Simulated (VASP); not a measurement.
**ZrO2: single point with HSE06**

ZrO2:

```xyz
3
Lattice="0.0000 2.5447 2.5447 2.5447 0.0000 2.5447 2.5447 2.5447 0.0000" Properties=species:S:1:pos:R:3 pbc="T T T"
Zr    0.0000    0.0000    0.0000
O     1.2724    1.2724    1.2724
O     3.8171    3.8171    3.8171
```

```yaml
Program: VASP 6.6.1
Task: single point
Functional: HSE06
Potentials_or_basis: VASP PAW PBE potentials, release 64 (Zr_sv, O)
Cutoff: 520 eV
k_mesh: 4 × 4 × 4
Occupations: gaussian, width 0.01 eV
Spin: no spin polarisation
```

```
Pressure               : -2.5 GPa
Band gap on the k mesh : 4.97 eV (least direct gap 5.37 eV)
```

Levels at points of the mesh, in eV from the valence-band top:
| k point | band 9 | band 10 | band 11 | band 12 | band 13 | band 14 | band 15 | band 16 |
| --- | --- | --- | --- | --- | --- | --- | --- | --- |
| (0.00, 0.00, 0.00) | -5.66 | -0.59 | -0.59 | -0.59 | 4.97 | 4.97 | 8.11 | 11.32 |
| (0.50, 0.00, 0.00) | -2.74 | -2.72 | -1.81 | -1.81 | 5.66 | 5.66 | 7.78 | 10.34 |
| (0.50, 0.50, 0.00) | -3.46 | -1.60 | -1.60 | 0.00 | 5.37 | 6.52 | 7.50 | 9.02 |

Wall time 14 min on 1 thread of AMD EPYC 9R14 (Zen 4) (shared host), peak memory 0.25 GiB.

Caveat: the k points lie up to 0.53 Å⁻¹ apart; the PAW data sets were made with another functional, which shifts forces and pressure a little. A k mesh can miss the band edges.
